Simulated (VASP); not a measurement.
# Cd (P6_3/mmc) in VASP: further runs

Cd is run at these levels: PBEsol; tasks: single point.

Everything below comes from runs of VASP 6.6.1. Logs are shortened: lines on timing, memory, paths and dates and some standing lists are left out, and cuts for length are marked.

### 1 The cell of the first run

The structure is hexagonal, space group P6_3/mmc (No. 194). Conventional cell: a = 2.979 Å, b = 2.979 Å, c = 5.618 Å, α = 90.00°, β = 90.00°, γ = 120.00°. Within 3.9 Å of Cd (site symmetry -6m2) lie 12 Cd at 2.98 to 3.29 Å.

### 2 Single point, PBEsol

File INCAR:

```
SYSTEM = Cd
PREC = Accurate
ENCUT = 520
EDIFF = 1E-7
ISMEAR = 1
SIGMA = 0.1
LREAL = .FALSE.
LASPH = .TRUE.
NELM = 100
ALGO = Normal
ISIF = 2
LWAVE = .FALSE.
LCHARG = .FALSE.
GGA = PS
NBANDS = 19
```

File KPOINTS:

```
regular mesh
0
G
  11 11 5
  0 0 0
```

File POSCAR:

```
Cd
1.0
    2.9788700000      0.0000000000      0.0000000000
   -1.4894350000      2.5797770000      0.0000000000
    0.0000000000      0.0000000000      5.6176500000
Cd
2
Direct
    0.3333333333      0.6666666667      0.2500000000
    0.6666666667      0.3333333333      0.7500000000
```

Potentials or basis: VASP PAW PBE potentials, release 64 (Cd).

Run with:

```
> cat potpaw_PBE.64/Cd/POTCAR > POTCAR
> mpirun -np 1 vasp_std > vasp.out
```

OUTCAR:

```text
SYSTEM = Cd
   PREC = Accurate
   ENCUT = 520
   EDIFF = 1E-7
   ISMEAR = 1
   LREAL = .FALSE.
   LASPH = .TRUE.
   NELM = 100
   ISIF = 2
   GGA = PS

 ion  position               nearest neighbor table
   1  0.333  0.667  0.250-   2 3.29   2 3.29   2 3.29   2 3.29   2 3.29   2 3.29
   2  0.667  0.333  0.750-   1 3.29   1 3.29   1 3.29   1 3.29   1 3.29   1 3.29

  LATTYP: Found a hexagonal cell.
 ALAT       =     2.9788700000
 C/A-ratio  =     1.8858325472

  Lattice vectors:

 A1 = (   2.9788700000,   0.0000000000,   0.0000000000)
 A2 = (  -1.4894350000,   2.5797770000,   0.0000000000)
 A3 = (   0.0000000000,   0.0000000000,   5.6176500000)

Analysis of symmetry for initial positions (statically):
=====================================================================
 Subroutine PRICEL returns:
 Original cell was already a primitive cell.

 Routine SETGRP: Setting up the symmetry group for a
 hexagonal supercell.

 Subroutine GETGRP returns: Found 24 space group operations
 (whereof 12 operations were pure point group operations)
 out of a pool of 24 trial point group operations.

The static configuration has the point symmetry D_3d.
 The point group associated with its full space group is D_6h.

Analysis of symmetry for dynamics (positions and initial velocities):
=====================================================================
 Subroutine PRICEL returns:
 Original cell was already a primitive cell.

 Routine SETGRP: Setting up the symmetry group for a
 hexagonal supercell.

 Subroutine GETGRP returns: Found 24 space group operations
 (whereof 12 operations were pure point group operations)
 out of a pool of 24 trial point group operations.

The dynamic configuration has the point symmetry D_3d.
 The point group associated with its full space group is D_6h.

 Subroutine INISYM returns: Found 24 space group operations
 (whereof 12 operations are pure point group operations),
 and found     1 'primitive' translations

----------------------------------------------------------------------------------------

                                     Primitive cell

  volume of cell :      43.1706

  direct lattice vectors                    reciprocal lattice vectors
     2.978870000  0.000000000  0.000000000     0.335697765  0.193815202  0.000000000
    -1.489435000  2.579777000  0.000000000     0.000000000  0.387630404  0.000000000
     0.000000000  0.000000000  5.617650000     0.000000000  0.000000000  0.178010378

  length of vectors
     2.978870000  2.978869918  5.617650000     0.387630393  0.387630404  0.178010378

  position of ions in fractional coordinates (direct lattice)
     0.333333333  0.666666667  0.250000000
     0.666666667  0.333333333  0.750000000

  ion indices of the primitive-cell ions
   primitive index   ion index
                 1           1
                 2           2

----------------------------------------------------------------------------------------

 KPOINTS: regular mesh

Automatic generation of k-mesh.
 Grid dimensions read from file:
 generate k-points for:   11   11    5

 Generating k-lattice:

  Cartesian coordinates                     Fractional coordinates (reciprocal lattice)
     0.030517979  0.017619564  0.000000000     0.090909091 -0.000000000  0.000000000
     0.000000000  0.035239128  0.000000000     0.000000000  0.090909091  0.000000000
     0.000000000  0.000000000  0.035602076     0.000000000  0.000000000  0.200000000

  Length of vectors
     0.035239127  0.035239128  0.035602076

  Shift w.r.t. Gamma in fractional coordinates (k-lattice)
     0.000000000  0.000000000  0.000000000

 Subroutine IBZKPT returns following result:
 ===========================================

 Found     48 irreducible k-points:

 Following reciprocal coordinates:
            Coordinates               Weight
  0.000000  0.000000  0.000000      1.000000
  0.090909  0.000000  0.000000      6.000000
  0.181818 -0.000000  0.000000      6.000000
  0.272727 -0.000000  0.000000      6.000000
  0.363636 -0.000000  0.000000      6.000000
  0.454545  0.000000  0.000000      6.000000
[... 16 lines left out ...]
  0.090909  0.090909  0.200000     12.000000
  0.181818  0.090909  0.200000     24.000000
 [... further k-points ...]
   k-points           NKPTS =     48   k-points in BZ     NKDIM =     48   number of bands    NBANDS=     19
   number of dos      NEDOS =    301   number of ions     NIONS =      2
   total plane-waves  NPLWV =  24192
   dimension x,y,z NGX =    24 NGY =   24 NGZ =   42
   dimension x,y,z NGXF=    48 NGYF=   48 NGZF=   84
   ions per type =               2
   NGX,Y,Z   is equivalent  to a cutoff of  13.39, 13.39, 12.43 a.u.
   NGXF,Y,Z  is equivalent  to a cutoff of  26.79, 26.79, 24.86 a.u.
 SYSTEM =  Cd
   PREC   = accura    normal or accurate (medium, high low for compatibility)
   ISTART =      0    job   : 0-new  1-cont  2-samecut
   ICHARG =      2    charge: 1-file 2-atom 10-const
   ISPIN  =      1    spin polarized calculation?
   LNONCOLLINEAR =      F non collinear calculations
   LSORBIT =      F    spin-orbit coupling
   LASPH  =      T    aspherical Exc in radial PAW
   ENCUT  =  520.0 eV  38.22 Ry    6.18 a.u.   5.54  5.54 10.45*2*pi/ulx,y,z
   NELM   =    100;   NELMIN=  2; NELMDL= -5     # of ELM steps
   EDIFF  = 0.1E-06   stopping-criterion for ELM
   LREAL  =      F    real-space projection
   EDIFFG = 0.1E-05   stopping-criterion for IOM
   NSW    =      0    number of steps for IOM
   IBRION =     -1    ionic relax: 0-MD 1-quasi-New 2-CG
   NFREE  =      0    steps in history (QN), initial steepest desc. (CG)
   ISIF   =      2    stress and relaxation
   ISYM   =      2    0-nonsym 1-usesym 2-fastsym
   POTIM  = 0.5000    time-step for ionic-motion
   TEBEG  =    0.0;   TEEND  =   0.0 temperature during run
   PSTRESS=    0.0 pullay stress
   NELECT =      24.0000    total number of electrons
   NUPDOWN=      -1.0000    fix difference up-down
   EMIN   =  10.00;   EMAX   =-10.00  energy-range for DOS
   EFERMI =   0.00;   METHOD = LEGACY
   ISMEAR =     1;   SIGMA  =   0.10  broadening in eV -4-tet -1-fermi 0-gaus
   EFERMI_NEDOS =   21; number of points for ismear=-14 and -15
   IALGO  =     38    algorithm
   IMIX   =      4    mixing-type and parameters
     AMIX     =   0.40;   BMIX     =  1.00
     AMIX_MAG =   1.60;   BMIX_MAG =  1.00
  volume/ion in A,a.u.               =      21.59       145.66
  Fermi-wavevector in a.u.,A,eV,Ry     =   1.346116  2.543790 24.654137  1.812028
  Thomas-Fermi vector in A             =   2.473974
   LORBIT       =      0    0 simple, 1 ext, 2 COOP (PROOUT), +10 PAW based schemes
   GGA     = PS    functional components
   LHFCALC =     F    Hartree Fock is set to
   AEXX    =    0.0000 exact exchange contribution
   IVDW    =     0    specifies the selected vdW correction
   LEPSILON=     F    determine dielectric tensor
   LRPA    =     F    only Hartree local field effects (RPA)
 non-spin polarized calculation
 Methfessel and Paxton  Order N= 1 SIGMA  =   0.10
  energy-cutoff  :      520.00
  volume of cell :       43.17
 maximum number of plane-waves:      1188
 NGX is ok and might be reduce to    24
   NGX = 11   NGY = 11   NGZ = 21

 number of electron      23.9999993 magnetization

 Free energy of the ion-electron system (eV)
  ---------------------------------------------------
  ext. energy  EPLUGINS =         0.00000000
  ---------------------------------------------------
  free energy    TOTEN  =        -2.37461655 eV

  energy without entropy =       -2.37438641  energy(sigma->0) =       -2.37453983

 E-fermi :   2.8683     XC(G=0): -11.2105

 val. band max:        2.8227423234   @ k =   0.0909   0.0909   0.2000
 cond. band min:       2.8996916408   @ k =   0.3636   0.2727   0.4000
 fundamental gap:      0.0769493174
 Fermi energy:         2.8683391162

 k-point     1 :       0.0000    0.0000    0.0000
  band No.  band energies     occupation
      1      -7.0498      2.00000
      2      -6.7813      2.00000
      3      -6.4020      2.00000
      4      -6.4020      2.00000
      5      -6.3503      2.00000
      6      -6.3503      2.00000
[... 11 lines left out ...]
     18      17.6594      0.00000
     19      18.5157      0.00000

 k-point     2 :       0.0909    0.0000    0.0000
  band No.  band energies     occupation
      1      -6.9657      2.00000
      2      -6.7021      2.00000
      3      -6.4325      2.00000
      4      -6.3788      2.00000
      5      -6.3256      2.00000
      6      -6.2766      2.00000
[... 11 lines left out ...]
     18      17.6083      0.00000
     19      18.9545      0.00000

 k-point     3 :       0.1818   -0.0000    0.0000
  band No.  band energies     occupation
      1      -6.8492      2.00000
      2      -6.6042      2.00000
      3      -6.5066      2.00000
      4      -6.3243      2.00000
      5      -6.1466      2.00000
      6      -6.1148      2.00000
[... 11 lines left out ...]
     18      16.3915      0.00000
     19      16.4342      0.00000

 k-point     4 :       0.2727   -0.0000    0.0000
  band No.  band energies     occupation
      1      -6.9430      2.00000
      2      -6.7306      2.00000
      3      -6.4382      2.00000
      4      -6.3357      2.00000
      5      -6.1065      2.00000
      6      -6.0942      2.00000
[... 11 lines left out ...]
     18      15.9495      0.00000
     19      16.0090      0.00000

 k-point     5 :       0.3636   -0.0000    0.0000
  band No.  band energies     occupation
      1      -7.0859      2.00000
      2      -6.8840      2.00000
      3      -6.6783      2.00000
      4      -6.2480      2.00000
      5      -6.1628      2.00000
      6      -6.1107      2.00000
[... 11 lines left out ...]
     18      15.6684      0.00000
     19      16.3762      0.00000
[... 334 lines left out ...]
      2      -6.9100      2.00000
      3      -6.7010      2.00000
      4      -6.4044      2.00000
      5      -6.0701      2.00000
      6      -6.0440      2.00000
[... 11 lines left out ...]
     18      15.3982      0.00000
     19      15.4954      0.00000

 k-point    22 :       0.4545    0.0000    0.2000
  band No.  band energies     occupation
      1      -7.1512      2.00000
      2      -7.0075      2.00000
      3      -6.8099      2.00000
      4      -6.4728      2.00000
      5      -6.1046      2.00000
      6      -5.9543      2.00000
[... 11 lines left out ...]
     18      14.8792      0.00000
     19      15.5811      0.00000

 k-point    23 :       0.0909    0.0909    0.2000
  band No.  band energies     occupation
      1      -6.8076      2.00000
      2      -6.6248      2.00000
      3      -6.4815      2.00000
      4      -6.4396      2.00000
      5      -6.2056      2.00000
      6      -6.1706      2.00000
[... 11 lines left out ...]
     18      16.2264      0.00000
     19      18.4202      0.00000

 k-point    24 :       0.1818    0.0909    0.2000
  band No.  band energies     occupation
      1      -6.7712      2.00000
      2      -6.5904      2.00000
      3      -6.5161      2.00000
      4      -6.3933      2.00000
      5      -6.2403      2.00000
      6      -6.1489      2.00000
[... 11 lines left out ...]
     18      14.9262      0.00000
     19      16.9607      0.00000

 [... further k-points ...]
[... 5 lines left out ...]
  --------------------------------------------------------------------------------------
  -------------------------------------------------------------------------------------
  Total       -0.1320614     -0.1320614     -0.6139111     -0.0000000     -0.0000000      0.0000000
  in kB       -4.9011522     -4.9011519    -22.7838797     -0.0000000     -0.0000000      0.0000000
  external PRESSURE =     -10.8620613 kB  Pullay stress =       0.0000000 kB

 VOLUME and BASIS-vectors are now :
 -----------------------------------------------------------------------------
  energy-cutoff  :      520.00
  volume of cell :       43.17
      direct lattice vectors                 reciprocal lattice vectors
     2.978870000  0.000000000  0.000000000     0.335697765  0.193815202  0.000000000
    -1.489435000  2.579777000  0.000000000     0.000000000  0.387630404  0.000000000
     0.000000000  0.000000000  5.617650000     0.000000000  0.000000000  0.178010378

 POSITION                                       TOTAL-FORCE (eV/Angst)
 -----------------------------------------------------------------------------------
     -0.00000      1.71985      1.40441         0.000000      0.000000      0.000000
      1.48944      0.85993      4.21324        -0.000000     -0.000000      0.000000
 -----------------------------------------------------------------------------------
    total drift:                               -0.000000      0.000000     -0.000000

  FREE ENERGIE OF THE ION-ELECTRON SYSTEM (eV)
  ---------------------------------------------------
  free  energy   TOTEN  =        -2.3746165474 eV

  energy  without entropy=       -2.3743864059  energy(sigma->0) =       -2.37453983
```

It took 15 s on 1 thread of Intel Xeon Platinum 8375C at 2.90GHz (Ice Lake), shared host; peak memory 0.17 GiB.

Results:

| Property | Result |
| --- | --- |
| Free energy | -2.3746 eV |
| Pressure | -1.1 GPa |
| Band gap on the k mesh | zero (band 12 reaches 4.43 eV, above the bottom of band 13 at -0.25 eV) |

Caveat: the PAW data sets were made with another functional, which shifts forces and pressure a little.

### 3 Single point, PBEsol

This run uses another cell than the first one, of 22.45 Å³/atom, 1.040 times its volume.

File INCAR:

```
SYSTEM = Cd
ALGO = Normal
EDIFF = 1E-6
ENCUT = 520
GGA = PS
ISIF = 2
ISMEAR = 1
LASPH = .TRUE.
LCHARG = .TRUE.
LELF = .TRUE.
LREAL = .FALSE.
LVHAR = .TRUE.
LWAVE = .FALSE.
NBANDS = 19
NELM = 60
PREC = Accurate
SIGMA = 0.1
```

File KPOINTS:

```
k-points
0
G
  11 11 5
  0 0 0
```

File POSCAR:

```
Cd
1.0
    3.0180701533      0.0000000000      0.0000000000
   -1.5090350766      2.6137253273      0.0000000000
    0.0000000000      0.0000000000      5.6915749249
Cd
2
Direct
    0.3333333333      0.6666666667      0.2500000000
    0.6666666667      0.3333333333      0.7500000000
```

Potentials or basis: VASP PAW PBE potentials, release 64 (Cd).

Run with:

```
> cat potpaw_PBE.64/Cd/POTCAR > POTCAR
> mpirun -np 1 vasp_std > vasp.out
```

Wall time 16 s (1 thread of Intel Xeon Platinum 8375C at 2.90GHz (Ice Lake), shared host); peak memory 0.17 GiB.

It converged, with:

- Free energy: -2.3522 eV
- Pressure: -3.0 GPa
- Band gap on the k mesh: zero (band 12 reaches 4.11 eV, above the bottom of band 13 at -0.38 eV)

Stress tensor (GPa, compression positive):
```
-2.67  0.00  0.00
 0.00 -2.67  0.00
 0.00  0.00 -3.67
```

Levels at points of the mesh, in eV from the Fermi level:
```tsv
k point	band 8	band 9	band 10	band 11	band 12	band 13	band 14	band 15	band 16	band 17
(0.00, 0.00, 0.00)	-8.66	-8.66	-8.42	-8.42	-3.11	-2.94	10.26	14.23	14.37	14.37
```

Caveat: the PAW data sets were made with another functional, which shifts forces and pressure a little.

### 4 Single point, PBEsol

This run uses another cell than the first one, of 23.31 Å³/atom, 1.080 times its volume.

File INCAR:

```
SYSTEM = Cd
PREC = Accurate
ENCUT = 520
EDIFF = 1E-7
ISMEAR = 1
SIGMA = 0.1
LREAL = .False.
LASPH = .True.
NELM = 60
ALGO = Normal
ISIF = 2
LWAVE = .False.
LCHARG = .False.
GGA = PS
NBANDS = 19
```

File KPOINTS:

```
regular mesh
0
Gamma
  11 11 5
  0 0 0
```

File POSCAR:

```
Cd
1.0
    3.0562776290      0.0000000000      0.0000000000
   -1.5281388145      2.6468139707      0.0000000000
    0.0000000000      0.0000000000      5.7636278261
Cd
2
Direct
    0.3333333333      0.6666666667      0.2500000000
    0.6666666667      0.3333333333      0.7500000000
```

Run with:

```
> cat potpaw_PBE.64/Cd/POTCAR > POTCAR
> mpirun -np 1 vasp_std > vasp.out
```

It took 18 s on 1 thread of Intel Xeon Platinum 8375C at 2.90GHz (Ice Lake), shared host; peak memory 0.18 GiB.

The run converged. Its results:

```
Free energy            : -2.3118 eV
Pressure               : -4.4 GPa
Band gap on the k mesh : zero (band 12 reaches 3.79 eV, above the bottom of band 13 at -0.46 eV)
```

Stress tensor (GPa, compression positive):
```
-4.30  0.00  0.00
 0.00 -4.30  0.00
 0.00  0.00 -4.68
```

Levels at points of the mesh, in eV from the Fermi level:
```tsv
k point	band 9	band 10	band 11	band 12	band 13	band 14	band 15	band 16
(0.00, 0.00, 0.00)	-8.40	-8.37	-8.37	-3.11	-2.75	10.06	13.99	13.99
```

Caveat: the PAW data sets were made with another functional, which shifts forces and pressure a little.

### 5 Summary

| cell | gap on the mesh (eV) | pressure (GPa) |
| --- | --- | --- |
| a = 2.979, b = 2.979, c = 5.618 Å, angles 90.0, 90.0, 120.0°, 2 atoms | none | -1.1 |
| a = 3.018, b = 3.018, c = 5.692 Å, angles 90.0, 90.0, 120.0°, 2 atoms | none | -3.0 |
| a = 3.056, b = 3.056, c = 5.764 Å, angles 90.0, 90.0, 120.0°, 2 atoms | none | -4.4 |

Alike in all rows: task single point; level PBEsol; potentials or basis VASP PAW PBE potentials, release 64 (Cd); no spin polarisation; k mesh 11 × 11 × 5; cutoff (eV) 520; smearing methfessel-paxton 0.1 eV.

Caveats: the PAW data sets were made with another functional, which shifts forces and pressure a little.

Total energies depend on the potentials used, so only differences within one code and one set of settings carry meaning.
